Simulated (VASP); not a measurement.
A run of VASP 6.6.1 is set up as follows.

File INCAR:

```
SYSTEM = CdSe
PREC = Accurate
ENCUT = 520
EDIFF = 1E-6
ISMEAR = 0
SIGMA = 0.1
LREAL = .False.
LASPH = .True.
NELM = 100
ALGO = Normal
ISIF = 2
LWAVE = .False.
LCHARG = .False.
GGA = PE
NBANDS = 26
```

KPOINTS

```
Automatic mesh
0
Gamma
  4 4 2
  0 0 0
```

POSCAR

```
CdSe
1.0
    4.2872288900      0.0000000000      0.0000000000
   -2.1436144400      3.7128491300      0.0000000000
    0.0000000000      0.0000000000      6.9968056000
Cd Se
2 2
Direct
    0.6575291354      0.3280561524     -0.0017355063
    0.3345949491      0.6612859597      0.5048979780
    0.6859536690      0.3454069786      0.3736526566
    0.3252573112      0.6697643543      0.8718455748
```

Potentials or basis: VASP PAW PBE potentials, release 64 (Cd, Se).

Command:

```console
$ cat potpaw_PBE.64/Cd/POTCAR potpaw_PBE.64/Se/POTCAR > POTCAR
$ mpirun -np 1 vasp_std > vasp.out
```

(1) Predict the pressure.

(2) What does it give for the band gap on the k mesh?

(3) Estimate the largest force.

Answers

(1) 4.0 GPa.

(2) 0.65 eV, direct.

(3) 0.536 eV/Å.

Caveat: the k points lie up to 0.45 Å⁻¹ apart.
